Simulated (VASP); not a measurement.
The system is Ge5Pd.

```
Ge Pd
1.0
     0.00000    3.82172    3.82172
     3.82172    0.00000    3.82172
     3.82172    3.82172    0.00000
Ge Pd
5 1
Direct
  0.25000 0.25000 0.25000
  0.12500 0.62500 0.62500
  0.62500 0.62500 0.62500
  0.62500 0.12500 0.62500
  0.62500 0.62500 0.12500
  0.00000 0.00000 0.00000
```

* Program: VASP 6.6.1
* Task: relaxation of cell and atoms
* Functional: PBE
* Potentials or basis: VASP PAW PBE potentials, release 64 (Ge_d, Pd)
* Cutoff: 600 eV
* k mesh: 8 × 8 × 8
* Occupations: gaussian, width 0.1 eV
* Spin: no spin polarisation

At the start: pressure 3.5 GPa; volume 18.61 Å³/atom.

Problem. Where does the relaxation end?

Solution. Over 3 steps the energy falls by 9.4 meV/atom and the volume is 19.50 Å³/atom (+4.8 %); space group F-43m (No. 216, to 0.05 Å).

Step by step:
```
step  energy change (eV)  largest force (eV/Å)  pressure (GPa)  volume (Å³)
   1              0.0000                0.0343            3.51       111.64
   2             -0.0536                0.0024           -0.72       118.35
   3             -0.0566                0.0086            0.01       117.03
```

Final structure:
```yaml
crystal:
  lattice:
    - [0.00000, 3.88225, 3.88225]
    - [3.88225, 0.00000, 3.88225]
    - [3.88225, 3.88225, 0.00000]
  atoms:
    - { symbol: Ge, position: [0.25000, 0.25000, 0.25000] }
    - { symbol: Ge, position: [0.12470, 0.62510, 0.62510] }
    - { symbol: Ge, position: [0.62510, 0.62510, 0.62510] }
    - { symbol: Ge, position: [0.62510, 0.12470, 0.62510] }
    - { symbol: Ge, position: [0.62510, 0.62510, 0.12470] }
    - { symbol: Pd, position: [0.00000, 0.00000, 0.00000] }
```
